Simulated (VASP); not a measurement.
The system is Ce2HfO6.

```
Ce Hf O
1.0
     3.99535    0.00000    0.00000
    -1.99767    3.46007    0.00000
     0.00000    0.00000    9.78656
Ce Hf O
2 1 6
Direct
  0.66667 0.33333 0.83333
  0.33333 0.66667 0.16667
  0.00000 0.00000 0.50000
  0.00000 0.00000 0.75000
  0.33333 0.66667 0.41667
  0.66667 0.33333 0.08333
  0.66667 0.33333 0.58333
  0.00000 0.00000 0.25000
  0.33333 0.66667 0.91667
```

- Program: VASP 6.6.1
- Task: relaxation of cell and atoms
- Functional: PBE
- Potentials or basis: VASP PAW PBE potentials, release 64 (Ce, Hf_pv, O)
- Cutoff: 600 eV
- k mesh: 6 × 6 × 2
- Occupations: gaussian, width 0.1 eV
- Spin: no spin polarisation

At the start: pressure -22.9 GPa; volume 15.03 Å³/atom.

Problem. How do energy, volume and symmetry change on relaxing?

Solution. Over 11 steps the energy falls by 252.8 meV/atom and the volume is 12.67 Å³/atom (-15.7 %); space group P-3m1 (No. 164, to 0.1 Å) before and after.

Step by step:
```
step  energy change (eV)  largest force (eV/Å)  pressure (GPa)  volume (Å³)
   1              0.0000                1.1835          -22.90       135.29
   2             -0.1000                1.2671           43.10        97.43
   3             -1.9089                1.2350            0.16       113.86
   4             -1.9108                1.2360            1.03       113.35
   5             -2.1400                0.6816            1.00       113.14
   6             -2.2262                0.8091            1.60       112.89
   7             -2.2488                0.3994           -2.11       115.12
   8             -2.2600                0.3251           -0.83       114.29
   9             -2.2708                0.1907            0.74       113.44
  10             -2.2708                0.1853            0.80       113.40
  11             -2.2756                0.0316           -0.18       114.03
```

Final structure:
```
Ce Hf O
1.0
     3.79293    0.00000    0.00000
    -1.89646    3.28477    0.00000
     0.00000    0.00000    9.15232
Ce Hf O
2 1 6
Direct
  0.66667 0.33333 0.82384
  0.33333 0.66667 0.17616
  0.00000 0.00000 0.50000
  0.00000 0.00000 0.73262
  0.33333 0.66667 0.43154
  0.66667 0.33333 0.08836
  0.66667 0.33333 0.56846
  0.00000 0.00000 0.26738
  0.33333 0.66667 0.91164
```

Caveat: the volume moved by over 15 % at a fixed basis, so the end points are rough.
